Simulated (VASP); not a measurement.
Input of a VASP 6.6.1 run:

The input INCAR:

```
SYSTEM = Y
PREC = Accurate
ENCUT = 500
EDIFF = 1E-6
ISMEAR = 1
SIGMA = 0.1
LREAL = .False.
LASPH = .True.
NELM = 120
ALGO = Normal
ISIF = 2
LWAVE = .False.
LCHARG = .False.
GGA = PE
NBANDS = 12
GGA_COMPAT = .False.
```

The input KPOINTS:

```
Automatic mesh
0
Gamma
  7 7 7
  0 0 0
```

Contents of POSCAR:

```
Y
1.0
   -1.6930174666      1.6930174666      1.6930174666
    1.6930174666     -1.6930174666      1.6930174666
    1.6930174666      1.6930174666     -1.6930174666
Y
1
Direct
    0.0000000000      0.0000000000      0.0000000000
```

Potentials or basis: VASP PAW PBE potentials, release 64 (Y_sv).

Launch:

```bash
$ cat potpaw_PBE.64/Y_sv/POTCAR > POTCAR
$ mpirun -np 1 vasp_std > vasp.out
```

(1) Predict the pressure.

(2) What does it give for the band gap on the k mesh?

Answers

(1) 44.5 GPa.

(2) zero (an odd number of electrons rules out a gap without spin polarisation).

Caveat: the k points lie up to 0.37 Å⁻¹ apart, too coarse for converged energies and pressures of a metal.
